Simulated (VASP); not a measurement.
Write the native input for VASP 6.6.1 that does the following.

| Item | Value |
| --- | --- |
| Task | single point |
| Functional | PBEsol |
| Potentials or basis | VASP PAW PBE potentials, release 64 (Al, Ni) |
| Cutoff | 520 eV |
| k mesh | 14 × 14 × 14 |
| Occupations | gaussian, width 0.1 eV |
| Spin | collinear spin, ferromagnetic start |
| Starting moments | [0.0, 0.28, 0.28, 0.28] μB |
| Dipole correction | no |
| Further INCAR settings | ALGO = Normal; EDIFF = 1e-06; NBANDS = 28 |

The structure of AlNi3 lies in POSCAR:

```
AlNi3
1.0
    3.4135195398      0.0000000000      0.0000000000
    0.0000000000      3.4135195398      0.0000000000
    0.0000000000      0.0000000000      3.5824359706
Al Ni
1 3
Direct
    0.0000000000      0.0000000000      0.0000000000
    0.0000000000      0.5000000000      0.5000000000
    0.5000000000      0.0000000000      0.5000000000
    0.5000000000      0.5000000000      0.0000000000
```

This cell differs from its parent crystal: biaxial strain in the a-b plane: -3.0 %.

These files were run (other wordings do the same):

INCAR

```
SYSTEM = AlNi3
PREC = Accurate
ENCUT = 520
EDIFF = 1E-6
ISMEAR = 0
SIGMA = 0.1
LREAL = .False.
LASPH = .True.
NELM = 150
ALGO = Normal
ISIF = 2
LWAVE = .False.
LCHARG = .False.
ISPIN = 2
MAGMOM = 0 0.28 0.28 0.28
LORBIT = 11
LMAXMIX = 4
GGA = PS
NBANDS = 28
```

KPOINTS

```
Automatic mesh
0
Gamma
  14 14 14
  0 0 0
```

Potentials or basis: VASP PAW PBE potentials, release 64 (Al, Ni).

Launch:

```bash
$ cat potpaw_PBE.64/Al/POTCAR potpaw_PBE.64/Ni/POTCAR > POTCAR
$ mpirun -np 1 vasp_std > vasp.out
```

Results of the run:

```json
{
  "Pressure": "9.8 GPa",
  "Net moment": "0.56 μB per cell",
  "Site moments": "Al -0.01; Ni +0.20, +0.19 (each value once) μB",
  "Valence electrons inside the program's atomic spheres": "Al 0.84; Ni 9.54, 9.56 (each value once)"
}
```

Caveat: the cell differs from its parent crystal (biaxial strain in the a-b plane: -3.0 %); the stress differs along the axes, from 6 to 12 GPa; the PAW data sets were made with another functional, which shifts forces and pressure a little.

Run time: 15 min on 1 thread of Oxide Virtual Turin-like Processor (shared host), peak memory 0.51 GiB.
